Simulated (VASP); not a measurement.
# HfB (Fm-3m) in VASP: a series of runs

The runs below take HfB through single point, with PBE, LDA.

All numbers are computed with VASP 6.6.1; they aren't measurements. Logs are shortened: lines on timing, memory, paths and dates and some standing lists are left out, and cuts for length are marked.

## (1) The cell of the first run

The structure is cubic, space group Fm-3m (No. 225). Conventional cell: a = 4.620 Å, b = 4.620 Å, c = 4.620 Å, α = 90.00°, β = 90.00°, γ = 90.00°. Hf (site symmetry m-3m) has 6 B at 2.31 Å within 3.1 Å. B (site symmetry m-3m) has 6 Hf at 2.31 Å within 3.1 Å.

## (2) Single point, PBE

Input file INCAR:

```
SYSTEM = HfB
  PREC = Accurate
  ENCUT = 500
  EDIFF = 1E-6
  ISMEAR = 0
  SIGMA = 0.1
  LREAL = .FALSE.
  LASPH = .TRUE.
  NELM = 120
  ALGO = Normal
  ISIF = 2
  LWAVE = .FALSE.
  LCHARG = .FALSE.
  GGA = PE
  NBANDS = 14
  GGA_COMPAT = .FALSE.
```

Input file KPOINTS:

```
regular mesh
0
G
  4 4 4
  0 0 0
```

Input file POSCAR:

```
HfB
1.0
    0.0000000000      2.3100000000      2.3100000000
    2.3100000000      0.0000000000      2.3100000000
    2.3100000000      2.3100000000      0.0000000000
Hf B
1 1
Direct
    0.5000000000      0.5000000000      0.5000000000
    0.0000000000      0.0000000000      0.0000000000
```

Potentials or basis: VASP PAW PBE potentials, release 64 (Hf_pv, B).

The run is started by

```bash
$ cat potpaw_PBE.64/Hf_pv/POTCAR potpaw_PBE.64/B/POTCAR > POTCAR
$ mpirun -np 1 vasp_std > vasp.out
```

OUTCAR:

```text
SYSTEM = HfB
   PREC = Accurate
   ENCUT = 500
   EDIFF = 1E-6
   ISMEAR = 0
   LREAL = .FALSE.
   LASPH = .TRUE.
   NELM = 120
   ISIF = 2
   GGA = PE

 ion  position               nearest neighbor table
   1  0.500  0.500  0.500-   2 2.31   2 2.31   2 2.31   2 2.31   2 2.31   2 2.31
   2  0.000  0.000  0.000-   1 2.31   1 2.31   1 2.31   1 2.31   1 2.31   1 2.31

  LATTYP: Found a face centered cubic cell.
 ALAT       =     4.6200000000

  Lattice vectors:

 A1 = (   0.0000000000,   2.3100000000,   2.3100000000)
 A2 = (   2.3100000000,   0.0000000000,   2.3100000000)
 A3 = (   2.3100000000,   2.3100000000,   0.0000000000)

Analysis of symmetry for initial positions (statically):
=====================================================================
 Subroutine PRICEL returns:
 Original cell was already a primitive cell.

 Routine SETGRP: Setting up the symmetry group for a
 face centered cubic supercell.

 Subroutine GETGRP returns: Found 48 space group operations
 (whereof 48 operations were pure point group operations)
 out of a pool of 48 trial point group operations.

The static configuration has the point symmetry O_h .

Analysis of symmetry for dynamics (positions and initial velocities):
=====================================================================
 Subroutine PRICEL returns:
 Original cell was already a primitive cell.

 Routine SETGRP: Setting up the symmetry group for a
 face centered cubic supercell.

 Subroutine GETGRP returns: Found 48 space group operations
 (whereof 48 operations were pure point group operations)
 out of a pool of 48 trial point group operations.

The dynamic configuration has the point symmetry O_h .

 Subroutine INISYM returns: Found 48 space group operations
 (whereof 48 operations are pure point group operations),
 and found     1 'primitive' translations

----------------------------------------------------------------------------------------

                                     Primitive cell

  volume of cell :      24.6528

  direct lattice vectors                    reciprocal lattice vectors
     0.000000000  2.310000000  2.310000000    -0.216450216  0.216450216  0.216450216
     2.310000000  0.000000000  2.310000000     0.216450216 -0.216450216  0.216450216
     2.310000000  2.310000000  0.000000000     0.216450216  0.216450216 -0.216450216

  length of vectors
     3.266833329  3.266833329  3.266833329     0.374902772  0.374902772  0.374902772

  position of ions in fractional coordinates (direct lattice)
     0.500000000  0.500000000  0.500000000
     0.000000000  0.000000000  0.000000000

  ion indices of the primitive-cell ions
   primitive index   ion index
                 1           1
                 2           2

----------------------------------------------------------------------------------------

 KPOINTS: regular mesh

Automatic generation of k-mesh.
 Grid dimensions read from file:
 generate k-points for:    4    4    4

 Generating k-lattice:

  Cartesian coordinates                     Fractional coordinates (reciprocal lattice)
    -0.054112554  0.054112554  0.054112554     0.250000000  0.000000000  0.000000000
     0.054112554 -0.054112554  0.054112554     0.000000000  0.250000000  0.000000000
     0.054112554  0.054112554 -0.054112554     0.000000000  0.000000000  0.250000000

  Length of vectors
     0.093725693  0.093725693  0.093725693

  Shift w.r.t. Gamma in fractional coordinates (k-lattice)
     0.000000000  0.000000000  0.000000000

 Subroutine IBZKPT returns following result:
 ===========================================

 Found      8 irreducible k-points:

 Following reciprocal coordinates:
            Coordinates               Weight
  0.000000  0.000000  0.000000      1.000000
  0.250000  0.000000  0.000000      8.000000
  0.500000  0.000000  0.000000      4.000000
  0.250000  0.250000  0.000000      6.000000
  0.500000  0.250000  0.000000     24.000000
 -0.250000  0.250000  0.000000     12.000000
  0.500000  0.500000  0.000000      3.000000
 -0.250000  0.500000  0.250000      6.000000
   k-points           NKPTS =      8   k-points in BZ     NKDIM =      8   number of bands    NBANDS=     14
   number of dos      NEDOS =    301   number of ions     NIONS =      2
   total plane-waves  NPLWV =  13824
   dimension x,y,z NGX =    24 NGY =   24 NGZ =   24
   dimension x,y,z NGXF=    48 NGYF=   48 NGZF=   48
   ions per type =               1   1
   NGX,Y,Z   is equivalent  to a cutoff of  12.21, 12.21, 12.21 a.u.
   NGXF,Y,Z  is equivalent  to a cutoff of  24.43, 24.43, 24.43 a.u.
 SYSTEM =  HfB
   PREC   = accura    normal or accurate (medium, high low for compatibility)
   ISTART =      0    job   : 0-new  1-cont  2-samecut
   ICHARG =      2    charge: 1-file 2-atom 10-const
   ISPIN  =      1    spin polarized calculation?
   LNONCOLLINEAR =      F non collinear calculations
   LSORBIT =      F    spin-orbit coupling
   LASPH  =      T    aspherical Exc in radial PAW
   ENCUT  =  500.0 eV  36.75 Ry    6.06 a.u.   5.96  5.96  5.96*2*pi/ulx,y,z
   NELM   =    120;   NELMIN=  2; NELMDL= -5     # of ELM steps
   EDIFF  = 0.1E-05   stopping-criterion for ELM
   LREAL  =      F    real-space projection
   EDIFFG = 0.1E-04   stopping-criterion for IOM
   NSW    =      0    number of steps for IOM
   IBRION =     -1    ionic relax: 0-MD 1-quasi-New 2-CG
   NFREE  =      0    steps in history (QN), initial steepest desc. (CG)
   ISIF   =      2    stress and relaxation
   ISYM   =      2    0-nonsym 1-usesym 2-fastsym
   POTIM  = 0.5000    time-step for ionic-motion
   TEBEG  =    0.0;   TEEND  =   0.0 temperature during run
   PSTRESS=    0.0 pullay stress
   NELECT =      13.0000    total number of electrons
   NUPDOWN=      -1.0000    fix difference up-down
   EMIN   =  10.00;   EMAX   =-10.00  energy-range for DOS
   EFERMI =   0.00;   METHOD = LEGACY
   ISMEAR =     0;   SIGMA  =   0.10  broadening in eV -4-tet -1-fermi 0-gaus
   EFERMI_NEDOS =   21; number of points for ismear=-14 and -15
   IALGO  =     38    algorithm
   IMIX   =      4    mixing-type and parameters
     AMIX     =   0.40;   BMIX     =  1.00
     AMIX_MAG =   1.60;   BMIX_MAG =  1.00
  volume/ion in A,a.u.               =      12.33        83.18
  Fermi-wavevector in a.u.,A,eV,Ry     =   1.322617  2.499383 23.800871  1.749315
  Thomas-Fermi vector in A             =   2.452285
   LORBIT       =      0    0 simple, 1 ext, 2 COOP (PROOUT), +10 PAW based schemes
   GGA     = PE    functional components
   LHFCALC =     F    Hartree Fock is set to
   AEXX    =    0.0000 exact exchange contribution
   IVDW    =     0    specifies the selected vdW correction
   LEPSILON=     F    determine dielectric tensor
   LRPA    =     F    only Hartree local field effects (RPA)
 non-spin polarized calculation
 Gauss-broadening in eV      SIGMA  =   0.10
  energy-cutoff  :      500.00
  volume of cell :       24.65
 maximum number of plane-waves:       636
   NGX = 11   NGY = 11   NGZ = 11

 number of electron      13.0000002 magnetization

 Free energy of the ion-electron system (eV)
  ---------------------------------------------------
  ext. energy  EPLUGINS =         0.00000000
  ---------------------------------------------------
  free energy    TOTEN  =       -17.04684869 eV

  energy without entropy =      -17.01496296  energy(sigma->0) =      -17.03090583

 E-fermi :   5.1744     XC(G=0): -12.2966

 val. band max:        5.1644268058   @ k =   0.5000   0.2500   0.0000
 cond. band min:       5.3227546557   @ k =   0.2500   0.2500   0.0000
 fundamental gap:      0.1583278500
 Fermi energy:         5.1743917099

 k-point     1 :       0.0000    0.0000    0.0000
  band No.  band energies     occupation
      1     -23.1835      2.00000
      2     -23.1835      2.00000
      3     -23.1835      2.00000
      4      -4.4239      2.00000
      5       7.3197      0.00000
      6       7.3197      0.00000
      7       7.3197      0.00000
      8       9.1423      0.00000
      9       9.1423      0.00000
     10       9.1423      0.00000
     11       9.3523      0.00000
     12       9.3523      0.00000
     13      16.7901      0.00000
     14      18.1806      0.00000

 k-point     2 :       0.2500    0.0000    0.0000
  band No.  band energies     occupation
      1     -23.5615      2.00000
      2     -23.2227      2.00000
      3     -23.2227      2.00000
      4      -2.7771      2.00000
      5       4.1466      2.00000
      6       5.1188      1.56844
      7       5.1188      1.56843
      8       9.1559      0.00000
      9       9.1559      0.00000
     10      10.3090      0.00000
     11      14.9935      0.00000
     12      14.9935      0.00000
     13      18.6106      0.00000
     14      20.2702      0.00000

 k-point     3 :       0.5000    0.0000    0.0000
  band No.  band energies     occupation
      1     -23.9135      2.00000
      2     -23.2614      2.00000
      3     -23.2614      2.00000
      4       0.1195      2.00000
      5       1.1047      2.00000
      6       3.7800      2.00000
      7       3.7800      2.00000
      8      11.6620      0.00000
      9      11.6620      0.00000
     10      12.7283      0.00000
     11      13.5908      0.00000
     12      19.1448      0.00000
     13      19.1448      0.00000
     14      19.7448      0.00000
[... 52 lines left out ...]
 k-point     7 :       0.5000    0.5000    0.0000
  band No.  band energies     occupation
      1     -23.8482      2.00000
      2     -23.4427      2.00000
      3     -23.4427      2.00000
      4      -1.5757      2.00000
      5       4.0165      2.00000
      6       4.2414      2.00000
      7       7.5439      0.00000
      8       7.5439      0.00000
      9      11.3794      0.00000
     10      13.0284      0.00000
     11      13.0284      0.00000
     12      14.5608      0.00000
     13      19.1461      0.00000
     14      20.3193      0.00000

 k-point     8 :      -0.2500    0.5000    0.2500
  band No.  band energies     occupation
      1     -23.6486      2.00000
      2     -23.6486      2.00000
      3     -23.4483      2.00000
      4      -0.4962      2.00000
      5       3.8275      2.00000
      6       3.8275      2.00000
      7       3.8461      2.00000
      8      10.6671      0.00000
      9      10.6671      0.00000
     10      13.0447      0.00000
     11      13.1602      0.00000
     12      16.3583      0.00000
     13      20.2898      0.00000
     14      21.5968      0.00000

------------------------ aborting loop because EDIFF is reached ----------------------------------------

  FORCE on cell =-STRESS in cart. coord.  units (eV):
  Direction    XX          YY          ZZ          XY          YZ          ZX
  --------------------------------------------------------------------------------------
  -------------------------------------------------------------------------------------
  Total        5.0171478      5.0171478      5.0171478      0.0000000      0.0000000      0.0000000
  in kB      326.0630192    326.0630192    326.0630192      0.0000000      0.0000000      0.0000000
  external PRESSURE =     326.0630192 kB  Pullay stress =       0.0000000 kB

 VOLUME and BASIS-vectors are now :
 -----------------------------------------------------------------------------
  energy-cutoff  :      500.00
  volume of cell :       24.65
      direct lattice vectors                 reciprocal lattice vectors
     0.000000000  2.310000000  2.310000000    -0.216450216  0.216450216  0.216450216
     2.310000000  0.000000000  2.310000000     0.216450216 -0.216450216  0.216450216
     2.310000000  2.310000000  0.000000000     0.216450216  0.216450216 -0.216450216

 POSITION                                       TOTAL-FORCE (eV/Angst)
 -----------------------------------------------------------------------------------
      2.31000      2.31000      2.31000         0.000000      0.000000      0.000000
      0.00000      0.00000      0.00000        -0.000000     -0.000000     -0.000000
 -----------------------------------------------------------------------------------
    total drift:                                0.000000     -0.000000      0.000000

  FREE ENERGIE OF THE ION-ELECTRON SYSTEM (eV)
  ---------------------------------------------------
  free  energy   TOTEN  =       -17.0468486925 eV

  energy  without entropy=      -17.0149629592  energy(sigma->0) =      -17.03090583
```

Wall time 5.2 s (1 thread of Intel Xeon Platinum 8375C at 2.90GHz (Ice Lake), shared host); peak memory 0.13 GiB.

What came out:

| Item | Value |
| --- | --- |
| Free energy | -17.0468 eV |
| Pressure | 32.6 GPa |

Caveat: the k points lie up to 0.59 Å⁻¹ apart; spin-orbit coupling is left out, which moves the levels of the heavy elements.

## (3) Single point, LDA

Input file INCAR:

```
PREC = Accurate ; ENCUT = 500
EDIFF = 1E-6 ; ISMEAR = 0
SIGMA = 0.1 ; LREAL = F
LASPH = T ; NELM = 120
ALGO = Normal ; ISIF = 2
LWAVE = F ; LCHARG = F
GGA = CA ; NBANDS = 14
GGA_COMPAT = F
```

Input file KPOINTS:

```
regular mesh
0
Gamma
  6 6 6
```

POSCAR is that of step 2.

Potentials or basis: VASP PAW LDA potentials, release 64 (Hf_pv, B).

The run is started by

```bash
$ cat potpaw_LDA.64/Hf_pv/POTCAR potpaw_LDA.64/B/POTCAR > POTCAR
$ mpirun -np 1 vasp_std > vasp.out
```

OUTCAR:

```text
PREC = Accurate
   ENCUT = 500
   EDIFF = 1E-6
   ISMEAR = 0
   LREAL = F
   LASPH = T
   NELM = 120
   ISIF = 2
   GGA = CA

 ion  position               nearest neighbor table
   1  0.500  0.500  0.500-   2 2.31   2 2.31   2 2.31   2 2.31   2 2.31   2 2.31
   2  0.000  0.000  0.000-   1 2.31   1 2.31   1 2.31   1 2.31   1 2.31   1 2.31

  LATTYP: Found a face centered cubic cell.
 ALAT       =     4.6200000000

  Lattice vectors:
[... 446 lines left out ...]
     13      19.3144      0.00000
     14      20.3406      0.00000

------------------------ aborting loop because EDIFF is reached ----------------------------------------

  FORCE on cell =-STRESS in cart. coord.  units (eV):
  Direction    XX          YY          ZZ          XY          YZ          ZX
  --------------------------------------------------------------------------------------
  -------------------------------------------------------------------------------------
  Total        3.0739860      3.0739860      3.0739860      0.0000000      0.0000000      0.0000000
  in kB      199.7774820    199.7774820    199.7774820      0.0000000      0.0000000      0.0000000
  external PRESSURE =     199.7774820 kB  Pullay stress =       0.0000000 kB

 VOLUME and BASIS-vectors are now :
 -----------------------------------------------------------------------------
  energy-cutoff  :      500.00
  volume of cell :       24.65
      direct lattice vectors                 reciprocal lattice vectors
     0.000000000  2.310000000  2.310000000    -0.216450216  0.216450216  0.216450216
     2.310000000  0.000000000  2.310000000     0.216450216 -0.216450216  0.216450216
     2.310000000  2.310000000  0.000000000     0.216450216  0.216450216 -0.216450216

 POSITION                                       TOTAL-FORCE (eV/Angst)
 -----------------------------------------------------------------------------------
      2.31000      2.31000      2.31000        -0.000000      0.000000      0.000000
      0.00000      0.00000      0.00000         0.000000     -0.000000     -0.000000
 -----------------------------------------------------------------------------------
    total drift:                               -0.000000     -0.000000      0.000000

  FREE ENERGIE OF THE ION-ELECTRON SYSTEM (eV)
  ---------------------------------------------------
  free  energy   TOTEN  =       -18.8933179368 eV

  energy  without entropy=      -18.8851896888  energy(sigma->0) =      -18.88925381
```

stdout:

```text
POSCAR found type information on POSCAR HfB
 POSCAR found :  2 types and       2 ions
 scaLAPACK will be used
 LDA part: xc-table for (Slater(with rela. corr.)+CA(PZ))
 , standard interpolation
 POSCAR, INCAR and KPOINTS ok, starting setup
 FFT: planning ... GRIDC
 FFT: planning ... GRID_SOFT
 FFT: planning ... GRID
 WAVECAR not read
 entering main loop
```

It took 7.4 s on 1 thread of Intel Xeon Platinum 8375C at 2.90GHz (Ice Lake), shared host; peak memory 0.12 GiB.

What came out:

- Free energy: -18.8933 eV
- Pressure: 20.0 GPa

Levels at points of the mesh, in eV from the Fermi level:
```csv
k point,band 3,band 4,band 5,band 6,band 7,band 8,band 9,band 10,band 11,band 12
"(0.00, 0.00, 0.00)",-27.96,-9.22,2.33,2.33,2.33,4.18,4.18,4.18,4.37,4.37
"(0.50, 0.00, 0.00)",-28.04,-4.78,-3.64,-1.18,-1.18,6.63,6.63,7.70,8.78,14.29
"(0.50, 0.50, 0.00)",-28.22,-6.40,-0.93,-0.58,2.63,2.63,6.39,7.99,7.99,9.59
```

Caveat: the k points lie up to 0.39 Å⁻¹ apart; spin-orbit coupling is left out, which moves the levels of the heavy elements.

## (4) Single point, PBE

Input file INCAR:

```
  PREC = Accurate
  ENCUT = 500
  EDIFF = 1E-6
  ISMEAR = 0
  SIGMA = 0.1
  LREAL = False
  LASPH = True
  NELM = 120
  ALGO = Normal
  ISIF = 2
  LWAVE = False
  LCHARG = False
  GGA = PE
  NBANDS = 14
  GGA_COMPAT = False
```

Input file KPOINTS:

```
Automatic mesh
0
Gamma
  6 6 6
```

Input file POSCAR:

```
HfB
1.0
    0.0000000000      2.3100000000      2.3100000000
    2.3100000000      0.0000000000      2.3100000000
    2.3100000000      2.3100000000      0.0000000000
Hf B
1 1
Direct
    1.3190000000      0.6200000000      1.3290000000
    0.8190000000      0.1200000000      0.8290000000
```

Potentials or basis: VASP PAW PBE potentials, release 64 (Hf_pv, B).

The run is started by

```bash
$ cat potpaw_PBE.64/Hf_pv/POTCAR potpaw_PBE.64/B/POTCAR > POTCAR
$ mpirun -np 1 vasp_std > vasp.out
```

It took 8.9 s on 1 thread of Intel Xeon Platinum 8375C at 2.90GHz (Ice Lake), shared host; peak memory 0.13 GiB.

Results (log left out):

* Free energy: -17.1734 eV
* Pressure: 30.7 GPa

Levels at points of the mesh, in eV from the Fermi level:
| k point | band 4 | band 5 | band 6 | band 7 | band 8 | band 9 | band 10 | band 11 |
| --- | --- | --- | --- | --- | --- | --- | --- | --- |
| (0.00, 0.00, 0.00) | -9.36 | 2.41 | 2.41 | 2.41 | 4.17 | 4.17 | 4.17 | 4.44 |
| (0.50, 0.00, 0.00) | -4.81 | -3.85 | -1.16 | -1.16 | 6.75 | 6.75 | 7.81 | 8.67 |
| (0.50, 0.50, 0.00) | -6.53 | -0.89 | -0.69 | 2.59 | 2.59 | 6.47 | 8.13 | 8.13 |

Caveat: the k points lie up to 0.39 Å⁻¹ apart; spin-orbit coupling is left out, which moves the levels of the heavy elements.

(Continued in part 2 of 2.)
